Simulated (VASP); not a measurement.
Here is a VASP 6.6.1 calculation.

Contents of INCAR:

```
PREC = Accurate
ENCUT = 500
EDIFF = 1E-6
ISMEAR = -1
SIGMA = 0.02
LREAL = False
LASPH = True
NELM = 120
ALGO = Normal
ISIF = 2
LWAVE = False
LCHARG = False
GGA = PE
NBANDS = 46
GGA_COMPAT = False
```

KPOINTS

```
Automatic mesh
0
Gamma
  6 6 6
```

Contents of POSCAR:

```
InAgTe2
1.0
   -3.2572129470      3.2572129470      6.4257052227
    3.2572129470     -3.2572129470      6.4257052227
    3.2572129470      3.2572129470     -6.4257052227
Ag Te In
2 4 2
Direct
    0.0000000000      0.0000000000      0.0000000000
    0.7500000000      0.2500000000      0.5000000000
    0.3750000000      0.3719465326      0.4969465326
    0.1219465326      0.6250000000     -0.0030534674
    0.8750000000      0.8780534674      0.5030534674
    0.6280534674      0.1250000000      0.0030534674
    0.5000000000      0.5000000000      0.0000000000
    0.2500000000      0.7500000000      0.5000000000
```

Potentials or basis: VASP PAW PBE potentials, release 64 (Ag, Te, In_d).

Launch:

```bash
$ cat potpaw_PBE.64/Ag/POTCAR potpaw_PBE.64/Te/POTCAR potpaw_PBE.64/In_d/POTCAR > POTCAR
$ mpirun -np 1 vasp_std > vasp.out
```

(1) Estimate the pressure.

(2) Predict the band gap on the k mesh.

## Answers

(1) 1.2 GPa.

(2) 0.15 eV.

Caveat: semilocal functionals underestimate gaps, and a narrow one can read as zero; spin-orbit coupling is left out, which moves the levels of the heavy elements.
